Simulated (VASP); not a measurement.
Wanted: the native input for a VASP 6.6.1 run.

| Property | Result |
| --- | --- |
| Task | single point |
| Functional | PBE |
| Dispersion | D3(BJ) |
| Potentials or basis | VASP PAW PBE potentials, release 64 (K_sv) |
| Cutoff | 520 eV |
| k mesh | 12 × 12 × 4 |
| Occupations | gaussian, width 0.1 eV |
| Spin | no spin polarisation |
| Dipole correction | no |
| Further INCAR settings | ALGO = Fast; EDIFF = 1e-07; NBANDS = 26 |

The structure of K lies in POSCAR:

```
K
1.0
    4.6146036413      0.0000000000      0.0000000000
   -2.3073018206      3.9963639817      0.0000000000
    0.0000000000      0.0000000000     15.3124198550
K
4
Direct
    0.0000000000      0.0000000000      0.0000000000
    0.3333333333      0.6666666667      0.7500000000
    0.0000000000      0.0000000000      0.5000000000
    0.6666666667      0.3333333333      0.2500000000
```

This isn't the form of K at room conditions, which is bcc.

This cell differs from its parent crystal: strain along c alone, the other axes held: +2.0 %.

The input as run:

INCAR

```
PREC = Accurate
ENCUT = 520
EDIFF = 1E-7
ISMEAR = 0
SIGMA = 0.1
LREAL = F
LASPH = T
NELM = 100
ALGO = Fast
ISIF = 2
LWAVE = F
LCHARG = F
GGA = PE
IVDW = 12
NBANDS = 26
```

KPOINTS

```
Automatic mesh
0
Gamma
  12 12 4
```

Potentials or basis: VASP PAW PBE potentials, release 64 (K_sv).

Run with:

```console
$ cat potpaw_PBE.64/K_sv/POTCAR > POTCAR
$ mpirun -np 1 vasp_std > vasp.out
```

It gave:

```
Pressure                   : -0.1 GPa
Band gap on the k mesh     : zero (bands 18 and 19 overlap by 2.42 eV)
Dispersion energy per atom : -0.118 eV
```

Caveat: the cell differs from its parent crystal (strain along c alone, the other axes held: +2.0 %).

It took 6.6 min on 1 thread of Intel(R) Xeon(R) 6975P-C (Granite Rapids) (shared host), peak memory 0.58 GiB.
